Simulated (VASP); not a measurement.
Runs of VASP 6.6.1 on Nb. The structure is that of space group Fm-3m (No. 225), or close to it. The cells are those of the table. 

```tsv
task	cell	k mesh	cutoff (eV)	gap on the mesh (eV)	pressure (GPa)
single point	a = 2.852 Å, angles 60.0°, 1 atom	17 × 17 × 17	520	none	27.6
relaxation of cell and atoms	relaxed from a = 2.949 Å, angles 60.0°, 1 atom	16 × 16 × 16	600	none	0.0
single point	a = 2.983 Å, angles 60.0°, 1 atom	16 × 16 × 16	520	none	(a)
single point	a = 2.854 Å, angles 60.0°, 1 atom	17 × 17 × 17	520	none	27.2
```

Alike in all rows: level PBE; potentials or basis VASP PAW PBE potentials, release 64 (Nb_sv); no spin polarisation; smearing fermi-dirac 0.08 eV.

Question: Fill in the values left out.

Answer: (a) -0.3.

A k mesh can miss the band edges, and the runs leave out spin-orbit coupling on Nb.

A gap of «none» marks levels without a gap at the run's occupations.
